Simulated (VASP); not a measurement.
A run of VASP 6.6.1 is set up as follows.

INCAR

```
ALGO     = Normal         # electronic algorithm
EDIFF    = 1E-7           # SCF threshold, eV
EDIFFG   = -0.005         # ionic threshold
ENCUT    = 510            # plane-wave cutoff, eV
GGA      = PE             # functional
GGA_COMPAT= False        
IBRION   = 2              # ionic algorithm
ISIF     = 3              # what is computed and relaxed
ISMEAR   = -1             # smearing method
LASPH    = True           # aspherical terms in the spheres
LCHARG   = False          # write CHGCAR
LREAL    = False          # projectors in reciprocal space
LWAVE    = False          # write WAVECAR
NELM     = 120            # most SCF steps
NELMIN   = 4            
NSW      = 60             # ionic steps
PREC     = Accurate       # precision mode
PSTRESS  = 4100.0       
SIGMA    = 0.1            # smearing width, eV
```

Contents of KPOINTS:

```
k-points
0
Gamma
  21 21 21
```

File POSCAR:

```
As
1.0
   -1.2774706237      1.2774706237      1.2774706237
    1.2774706237     -1.2774706237      1.2774706237
    1.2774706237      1.2774706237     -1.2774706237
As
1
Direct
    0.0000000000      0.0000000000      0.0000000000
```

Potentials or basis: VASP PAW PBE potentials, release 64 (As_d).

Launch:

```console
$ cat potpaw_PBE.64/As_d/POTCAR > POTCAR
$ mpirun -np 1 vasp_std > vasp.out
```

Problem. What does it give for the space group after relaxing (to 0.1 Å)?

Solution. Im-3m (No. 229).

Problem. What does it give for the band gap on the k mesh?

Solution. Zero (an odd number of electrons rules out a gap without spin polarisation).

Final structure:
```
As
1.0
    -1.27657    1.27657    1.27657
     1.27657   -1.27657    1.27657
     1.27657    1.27657   -1.27657
As
1
Direct
  0.00000 0.00000 0.00000
```

Caveat: the cell is relaxed towards a set pressure, so the run minimises the enthalpy, not the energy; an odd number of electrons without spin polarisation forces a metal; a magnetic or distorted state may lie lower.
